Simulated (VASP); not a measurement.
Input of a VASP 6.6.1 run:

POSCAR

```
BN
1.0
    0.0000000000      1.8130010000      1.8130010000
    1.8130010000      0.0000000000      1.8130010000
    1.8130010000      1.8130010000      0.0000000000
B N
1 1
Direct
   -0.0341267563      0.0341267563      0.0000000000
    0.7500000000      0.7500000000      0.7500000000
```

Contents of INCAR.step1:

```
SYSTEM = BN
PREC = Accurate ; ENCUT = 1460
ISMEAR = 0 ; SIGMA = 0.05
LREAL = .False. ; LASPH = .True.
NELM = 120 ; NBANDS = 11
GGA = PE ; ALGO = Normal
EDIFF = 1E-5 ; LWAVE = .True.
LCHARG = .False. ; GGA_COMPAT = .False.
```

The input INCAR.step2:

```
SYSTEM = BN
PREC = Accurate ; ENCUT = 1460
EDIFF = 1E-6 ; ISMEAR = 0
SIGMA = 0.05 ; LREAL = .False.
LASPH = .True. ; NELM = 120
ALGO = Normal ; ISIF = 2
LWAVE = .False. ; LCHARG = .True.
METAGGA = R2SCAN ; LMIXTAU = .True.
LELF = .True. ; LVHAR = .True.
NBANDS = 11 ; ISTART = 1
GGA_COMPAT = .False.
```

File KPOINTS:

```
regular mesh
0
Gamma
  12 12 12
  0 0 0
```

Potentials or basis: VASP PAW PBE potentials, release 64 (B_h, N_h).

The run is started by

```bash
$ cat potpaw_PBE.64/B_h/POTCAR potpaw_PBE.64/N_h/POTCAR > POTCAR
$ cp INCAR.step1 INCAR
$ mpirun -np 1 vasp_std > vasp.out
$ cp INCAR.step2 INCAR
$ mpirun -np 1 vasp_std > vasp.out
```

(1) What does it give for the pressure?

(2) What does it give for the largest force?

(3) Estimate the band gap on the k mesh.

## Answers

(1) -3.4 GPa.

(2) 2.100 eV/Å.

(3) 4.16 eV (least direct gap 8.29 eV).

Caveat: the cell differs from its parent crystal (all B atoms moved +0.087 Å, as atom 1 along Cartesian [1 -1 0]); the cell stands under tension; the PAW data sets were made with another functional, which shifts forces and pressure a little.
